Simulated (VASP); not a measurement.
# ZrS (Fmmm) in VASP: notebook

Runs on ZrS. Level: PBEsol. Tasks: single point.

Program: VASP 6.6.1. These are calculated values, not measurements. Logs are shortened: lines on timing, memory, paths and dates and some standing lists are left out, and cuts for length are marked.

**1. The cell of the first run**

The structure is orthorhombic, space group Fmmm (No. 69). The conventional cell has a = 5.038 Å, b = 5.175 Å, c = 5.287 Å, α = 90.00°, β = 90.00°, γ = 90.00°. Zr (site symmetry mmm) has 6 S at 2.52 to 2.64 Å within 3.3 Å. Within 3.3 Å of S (site symmetry mmm) lie 6 Zr at 2.52 to 2.64 Å.

**2. Single point, PBEsol**

The input, INCAR:

```
SYSTEM = ZrS
PREC = Accurate
ENCUT = 520
EDIFF = 1E-6
ISMEAR = 0
SIGMA = 0.15
LREAL = .False.
LASPH = .True.
NELM = 60
ALGO = Normal
ISIF = 2
LWAVE = .False.
LCHARG = .True.
GGA = PS
LELF = .True.
LVHAR = .True.
NBANDS = 16
```

The input, KPOINTS:

```
regular mesh
0
Gamma
  16 16 16
  0 0 0
```

The input, POSCAR:

```
ZrS
1.0
    0.0000000000      2.5876392549      2.6435693601
    2.5189214351      0.0000000000      2.6435693601
    2.5189214351      2.5876392549      0.0000000000
Zr S
1 1
Direct
    0.0000000000      0.0000000000      0.0000000000
    0.5000000000      0.5000000000      0.5000000000
```

Potentials or basis: VASP PAW PBE potentials, release 64 (Zr_sv, S).

Command:

```
cat potpaw_PBE.64/Zr_sv/POTCAR potpaw_PBE.64/S/POTCAR > POTCAR
mpirun -np 1 vasp_std > vasp.out
```

OUTCAR:

```text
SYSTEM = ZrS
   PREC = Accurate
   ENCUT = 520
   EDIFF = 1E-6
   ISMEAR = 0
   LREAL = .False.
   LASPH = .True.
   NELM = 60
   ISIF = 2
   GGA = PS

 ion  position               nearest neighbor table
   1  0.000  0.000  0.000-   2 2.52   2 2.52   2 2.59   2 2.59   2 2.64   2 2.64
   2  0.500  0.500  0.500-   1 2.52   1 2.52   1 2.59   1 2.59   1 2.64   1 2.64

  LATTYP: Found a face centered orthorhombic cell.
 ALAT       =     5.0378428702
 B/A-ratio  =     1.0272806523
 C/A-ratio  =     1.0494846418

  Lattice vectors:

 A1 = (   0.0000000000,   2.5876392549,   2.6435693601)
 A2 = (   2.5189214351,   0.0000000000,   2.6435693601)
 A3 = (   2.5189214351,   2.5876392549,   0.0000000000)

Analysis of symmetry for initial positions (statically):
=====================================================================
 Subroutine PRICEL returns:
 Original cell was already a primitive cell.

 Routine SETGRP: Setting up the symmetry group for a
 face centered orthorhombic supercell.

 Subroutine GETGRP returns: Found  8 space group operations
 (whereof  8 operations were pure point group operations)
 out of a pool of  8 trial point group operations.

The static configuration has the point symmetry D_2h.

Analysis of symmetry for dynamics (positions and initial velocities):
=====================================================================
 Subroutine PRICEL returns:
 Original cell was already a primitive cell.

 Routine SETGRP: Setting up the symmetry group for a
 face centered orthorhombic supercell.

 Subroutine GETGRP returns: Found  8 space group operations
 (whereof  8 operations were pure point group operations)
 out of a pool of  8 trial point group operations.

The dynamic configuration has the point symmetry D_2h.

 Subroutine INISYM returns: Found  8 space group operations
 (whereof  8 operations are pure point group operations),
 and found     1 'primitive' translations

----------------------------------------------------------------------------------------

                                     Primitive cell

  volume of cell :      34.4619

  direct lattice vectors                    reciprocal lattice vectors
     0.000000000  2.587639255  2.643569360    -0.198497656  0.193226316  0.189138219
     2.518921435  0.000000000  2.643569360     0.198497656 -0.193226316  0.189138219
     2.518921435  2.587639255  0.000000000     0.198497656  0.193226316 -0.189138219

  length of vectors
     3.699234499  3.651496153  3.611210616     0.335426586  0.335426586  0.335426586

  position of ions in fractional coordinates (direct lattice)
     0.000000000  0.000000000  0.000000000
     0.500000000  0.500000000  0.500000000

  ion indices of the primitive-cell ions
[... 79 lines left out ...]
   IBRION =     -1    ionic relax: 0-MD 1-quasi-New 2-CG
   NFREE  =      0    steps in history (QN), initial steepest desc. (CG)
   ISIF   =      2    stress and relaxation
   ISYM   =      2    0-nonsym 1-usesym 2-fastsym
   POTIM  = 0.5000    time-step for ionic-motion
   TEBEG  =    0.0;   TEEND  =   0.0 temperature during run
   PSTRESS=    0.0 pullay stress
   NELECT =      18.0000    total number of electrons
   NUPDOWN=      -1.0000    fix difference up-down
   EMIN   =  10.00;   EMAX   =-10.00  energy-range for DOS
   EFERMI =   0.00;   METHOD = LEGACY
   ISMEAR =     0;   SIGMA  =   0.15  broadening in eV -4-tet -1-fermi 0-gaus
   EFERMI_NEDOS =   21; number of points for ismear=-14 and -15
   IALGO  =     38    algorithm
   IMIX   =      4    mixing-type and parameters
     AMIX     =   0.40;   BMIX     =  1.00
     AMIX_MAG =   1.60;   BMIX_MAG =  1.00
  volume/ion in A,a.u.               =      17.23       116.28
  Fermi-wavevector in a.u.,A,eV,Ry     =   1.318417  2.491446 23.649949  1.738222
  Thomas-Fermi vector in A             =   2.448388
   LORBIT       =      0    0 simple, 1 ext, 2 COOP (PROOUT), +10 PAW based schemes
   GGA     = PS    functional components
   LHFCALC =     F    Hartree Fock is set to
   AEXX    =    0.0000 exact exchange contribution
   IVDW    =     0    specifies the selected vdW correction
   LEPSILON=     F    determine dielectric tensor
   LRPA    =     F    only Hartree local field effects (RPA)
 non-spin polarized calculation
 Gauss-broadening in eV      SIGMA  =   0.15
  energy-cutoff  :      520.00
  volume of cell :       34.46
 maximum number of plane-waves:       954
   NGX = 13   NGY = 13   NGZ = 13

 number of electron      17.9999999 magnetization

 Free energy of the ion-electron system (eV)
  ---------------------------------------------------
  ext. energy  EPLUGINS =         0.00000000
  ---------------------------------------------------
  free energy    TOTEN  =       -16.48064228 eV

  energy without entropy =      -16.46710568  energy(sigma->0) =      -16.47387398

 E-fermi :  11.2001     XC(G=0): -11.6921

 val. band max:       11.1987478280   @ k =  -0.2500   0.5000   0.2500
 cond. band min:      11.2009332143   @ k =  -0.3125   0.1875   0.0625
 fundamental gap:      0.0021853863
 Fermi energy:        11.2001159789

 k-point     1 :       0.0000    0.0000    0.0000
  band No.  band energies     occupation
      1     -38.5588      2.00000
      2     -16.5816      2.00000
      3     -16.5577      2.00000
      4     -16.5434      2.00000
      5      -4.8348      2.00000
      6       7.6210      2.00000
[... 433 lines left out ...]
      3     -16.5661      2.00000
      4     -16.5529      2.00000
      5      -4.6782      2.00000
      6       6.8285      2.00000
[... 8 lines left out ...]
     15      18.8399      0.00000
     16      23.0901      0.00000

 [... further k-points ...]

------------------------ aborting loop because EDIFF is reached ----------------------------------------

  FORCE on cell =-STRESS in cart. coord.  units (eV):
  Direction    XX          YY          ZZ          XY          YZ          ZX
  --------------------------------------------------------------------------------------
  -------------------------------------------------------------------------------------
  Total        2.0126725     -0.1214994     -1.2669392      0.0000000      0.0000000      0.0000000
  in kB       93.5717236     -5.6486649    -58.9016288      0.0000000      0.0000000      0.0000000
  external PRESSURE =       9.6738100 kB  Pullay stress =       0.0000000 kB

 VOLUME and BASIS-vectors are now :
 -----------------------------------------------------------------------------
  energy-cutoff  :      520.00
  volume of cell :       34.46
      direct lattice vectors                 reciprocal lattice vectors
     0.000000000  2.587639255  2.643569360    -0.198497656  0.193226316  0.189138219
     2.518921435  0.000000000  2.643569360     0.198497656 -0.193226316  0.189138219
     2.518921435  2.587639255  0.000000000     0.198497656  0.193226316 -0.189138219

 POSITION                                       TOTAL-FORCE (eV/Angst)
 -----------------------------------------------------------------------------------
      0.00000      0.00000      0.00000         0.000000      0.000000      0.000000
      2.51892      2.58764      2.64357         0.000000     -0.000000      0.000000
 -----------------------------------------------------------------------------------
    total drift:                                0.000000      0.000000      0.000000

  FREE ENERGIE OF THE ION-ELECTRON SYSTEM (eV)
  ---------------------------------------------------
  free  energy   TOTEN  =       -16.4806422828 eV

  energy  without entropy=      -16.4671056816  energy(sigma->0) =      -16.47387398
```

stdout:

```text
POSCAR found type information on POSCAR ZrS
 POSCAR found :  2 types and       2 ions
 scaLAPACK will be used
 -----------------------------------------------------------------------------
|                                                                             |
|                                                                             |
|     You enforced a specific xc type in the INCAR file but a different       |
|     I HOPE YOU KNOW WHAT YOU ARE DOING!                                     |
|                                                                             |
 -----------------------------------------------------------------------------

 LDA part: xc-table for (Slater+PW92), standard interpolation
 POSCAR, INCAR and KPOINTS ok, starting setup
 FFT: planning ... GRIDC
 FFT: planning ... GRID_SOFT
 FFT: planning ... GRID
 WAVECAR not read
 entering main loop
```

Wall time 2.9 min (1 thread of Intel Xeon 6975P-C (Granite Rapids), shared host); peak memory 0.42 GiB.

Results:

```yaml
Free_energy: -16.4806 eV
Pressure: 1.0 GPa
Band_gap_on_the_k_mesh: zero (bands 9 and 10 overlap by 2.99 eV)
```

Caveat: the cell differs from its parent crystal (strain +e along x and -e along y -0.0133, strain +e along z and -e/2 along x and y +0.0233); the stress differs along the axes, from -6 to 9 GPa; the PAW data sets were made with another functional, which shifts forces and pressure a little.

**3. Single point, PBEsol**

The input, INCAR:

```
SYSTEM = ZrS
PREC = Accurate
ENCUT = 520
EDIFF = 1E-7
ISMEAR = 0
SIGMA = 0.15
LREAL = .False.
LASPH = .True.
NELM = 80
ALGO = Normal
ISIF = 2
LWAVE = .False.
LCHARG = .False.
GGA = PS
NBANDS = 16
```

KPOINTS is that of step 2.

The input, POSCAR:

```
ZrS
1.0
    0.0000000000      2.6824491792      2.5231840067
    2.5444968643      0.0000000000      2.5231840067
    2.5444968643      2.6824491792      0.0000000000
Zr S
1 1
Direct
    0.0000000000      0.0000000000      0.0000000000
    0.5000000000      0.5000000000      0.5000000000
```

Potentials or basis: VASP PAW PBE potentials, release 64 (Zr_sv, S).

Command:

```
cat potpaw_PBE.64/Zr_sv/POTCAR potpaw_PBE.64/S/POTCAR > POTCAR
mpirun -np 1 vasp_std > vasp.out
```

Wall time 2.2 min (1 thread of Intel Xeon 6975P-C (Granite Rapids), shared host); peak memory 0.43 GiB.

Results (log left out):

| Quantity | Value |
| --- | --- |
| Free energy | -16.4527 eV |
| Pressure | 1.6 GPa |
| Band gap on the k mesh | zero (bands 9 and 10 overlap by 2.93 eV) |

Stress tensor (GPa, compression positive):
```
 5.16  0.00  0.00
 0.00 -8.87  0.00
 0.00  0.00  8.53
```

Levels at points of the mesh, in eV from the Fermi level:
```csv
k point,band 6,band 7,band 8,band 9,band 10,band 11,band 12,band 13
"(0.00, 0.00, 0.00)",-3.60,-3.45,-3.42,-1.86,-1.28,-1.19,-0.97,-0.62
"(0.50, 0.00, 0.00)",-8.26,-6.17,-6.14,1.52,1.73,1.92,2.03,5.50
"(0.50, 0.50, 0.00)",-6.13,-4.57,-4.54,-3.64,0.64,2.29,2.76,3.06
"(0.50, 0.00, 0.50)",-6.54,-4.28,-4.26,-3.71,0.38,2.56,2.60,3.08
"(0.00, 0.50, 0.50)",-6.20,-4.54,-4.48,-3.64,0.58,2.28,2.79,3.06
```

Caveat: the cell differs from its parent crystal (strain +e along x and -e along y -0.0267, strain +e along z and -e/2 along x and y -0.0233); the stress differs along the axes, from -9 to 9 GPa; the PAW data sets were made with another functional, which shifts forces and pressure a little.

**4. Single point, PBEsol**

The input, INCAR:

```
PREC = Accurate
ENCUT = 520
EDIFF = 1E-7
ISMEAR = 0
SIGMA = 0.15
LREAL = False
LASPH = True
NELM = 80
ALGO = Normal
ISIF = 2
LWAVE = False
LCHARG = True
GGA = PS
LELF = True
LVHAR = True
NBANDS = 16
```

The input, KPOINTS:

```
regular mesh
0
Gamma
  16 16 16
```

The input, POSCAR:

```
ZrS
1.0
    0.0000000000      2.6780574388      2.4627329923
    2.6093396191      0.0000000000      2.4627329923
    2.6093396191      2.6780574388      0.0000000000
Zr S
1 1
Direct
    0.0000000000      0.0000000000      0.0000000000
    0.5000000000      0.5000000000      0.5000000000
```

Command:

```
cat potpaw_PBE.64/Zr_sv/POTCAR potpaw_PBE.64/S/POTCAR > POTCAR
mpirun -np 1 vasp_std > vasp.out
```

It took 2.4 min on 1 thread of Intel Xeon 6975P-C (Granite Rapids), shared host; peak memory 0.43 GiB.

It converged, with:

```yaml
Free_energy: -16.3882 eV
Pressure: 2.7 GPa
Band_gap_on_the_k_mesh: zero (bands 9 and 10 overlap by 3.01 eV)
```

Stress tensor (GPa, compression positive):
```
-2.84  0.00  0.00
 0.00 -8.38  0.00
 0.00  0.00 19.44
```

Levels at points of the mesh, in eV from the Fermi level:
```
           k point  band 5  band 6  band 7  band 8  band 9  band 10  band 11  band 12  band 13  band 14
(0.00, 0.00, 0.00)  -16.04   -3.61   -3.54   -3.31   -1.84    -1.55    -0.97    -0.92    -0.75     2.58
(0.50, 0.00, 0.00)  -14.24   -8.26   -6.20   -6.15    1.46     1.81     1.91     2.08     5.45     5.54
(0.50, 0.50, 0.00)  -15.12   -5.92   -4.69   -4.69   -3.65     0.80     2.33     2.60     3.06     3.83
(0.50, 0.00, 0.50)  -15.20   -6.54   -4.33   -4.19   -3.70     0.33     2.43     2.70     3.11     3.79
(0.00, 0.50, 0.50)  -15.17   -6.39   -4.44   -4.29   -3.66     0.40     2.27     2.82     3.10     3.84
```

Caveat: the cell differs from its parent crystal (strain +e along x and -e along y -0.0133, strain +e along z and -e/2 along x and y -0.0467); the stress differs along the axes, from -8 to 19 GPa; the PAW data sets were made with another functional, which shifts forces and pressure a little.

**5. Overview**

| cell | gap on the mesh (eV) | pressure (GPa) |
| --- | --- | --- |
| a = 3.699, b = 3.651, c = 3.611 Å, angles 61.2, 59.9, 58.8°, 2 atoms | none | 1.0 |
| a = 3.683, b = 3.583, c = 3.697 Å, angles 60.7, 58.1, 61.2°, 2 atoms | none | 1.6 |
| a = 3.638, b = 3.588, c = 3.739 Å, angles 59.5, 58.2, 62.3°, 2 atoms | none | 2.7 |

Alike in all rows: task single point; level PBEsol; potentials or basis VASP PAW PBE potentials, release 64 (Zr_sv, S); no spin polarisation; k mesh 16 × 16 × 16; cutoff (eV) 520; smearing gaussian 0.15 eV.

Caveats: the PAW data sets were made with another functional, which shifts forces and pressure a little; the stress differs along the axes, from -6 to 9 GPa (at least some runs); the stress differs along the axes, from -9 to 9 GPa (at least some runs); the stress differs along the axes, from -8 to 19 GPa (at least some runs).

Total energies depend on the potentials used, so only differences within one code and one set of settings carry meaning.
